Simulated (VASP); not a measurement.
Runs of VASP 6.6.1 on Pd. The structure is that of space group Fd-3m (No. 227), or close to it. The cells are those of the table. 

```tsv
spin	cell	k mesh	smearing	gap on the mesh (eV)	pressure (GPa)
off	a = 4.075 Å, angles 60.0°, 2 atoms	11 × 11 × 11	fermi-dirac 0.1 eV	none	-3.3
off	a = 3.912 Å, angles 60.0°, 2 atoms	11 × 11 × 11	fermi-dirac 0.1 eV	none	7.9
off	a = 4.127 Å, angles 60.0°, 2 atoms	11 × 11 × 11	fermi-dirac 0.1 eV	none	-5.4
off	a = 3.968 Å, angles 60.0°, 2 atoms	11 × 11 × 11	fermi-dirac 0.1 eV	none	3.2
collinear, ferromagnetic start	a = 4.021 Å, angles 60.0°, 2 atoms	16 × 16 × 16	fermi-dirac 0.05 eV	none	-0.4
off	a = 4.022 Å, angles 60.0°, 2 atoms	11 × 11 × 11	fermi-dirac 0.1 eV	none	(b)
off	a = 4.177 Å, angles 60.0°, 2 atoms	11 × 11 × 11	fermi-dirac 0.1 eV	none	(a)
off	a = 3.855 Å, angles 60.0°, 2 atoms	11 × 11 × 11	fermi-dirac 0.1 eV	none	14.0
```

Alike in all rows: task single point; level PBEsol; potentials or basis VASP PAW PBE potentials, release 64 (Pd); cutoff (eV) 520.

Fill in the values left out.

(a) -7.1; (b) -0.5.

Caveats: the PAW data sets were made with another functional, which shifts forces and pressure a little.

A k mesh can miss the band edges, and the runs leave out spin-orbit coupling on Pd.

A gap of «none» marks levels without a gap at the run's occupations.
